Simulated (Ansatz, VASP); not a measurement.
## GaAs in VASP and in Ansatz

```
Ga As
1.0
     0.00000    2.82685    2.75618
     2.82685    0.00000    2.75618
     2.82685    2.82685    0.00000
Ga As
1 1
Direct
  0.00000 0.00000 0.00000
  0.75000 0.75000 0.75000
```

Change from the starting cell: strain +0.000 along x and y, -0.025 along z, atoms carried along.

Alike in both runs: task single point; functional PBE; k mesh 10 × 10 × 10; occupations gaussian, width 0.05 eV; no spin polarisation.

```csv
,VASP,Ansatz
version,VASP 6.6.1,Ansatz 0.2.0
potentials or method,"VASP PAW PBE potentials, release 64 (Ga_d, As), cutoff 520 eV","scalar-relativistic, plane waves, PAW"
valence electrons in the cell,18,28
```

Ansatz gave:

```
gap on the k mesh at the Fermi level (eV)                     : 0.61
least direct gap on the mesh (eV)                             : 0.61
pressure (GPa)                                                : 5.3
traceless stress, the component that is largest in VASP (GPa) : 0.94
```

Task: Which values does VASP return?

Result: gap on the k mesh at the Fermi level (eV): 0.61; least direct gap on the mesh (eV): 0.61; pressure (GPa): 5.5; traceless stress, the component that is largest in VASP (GPa): 0.94.

With one functional, cell and mesh, what is left measures potentials, basis and numerics. VASP's potentials hold 18 valence electrons a cell and Ansatz's 28, so a difference there can come from the potentials and not from the codes.
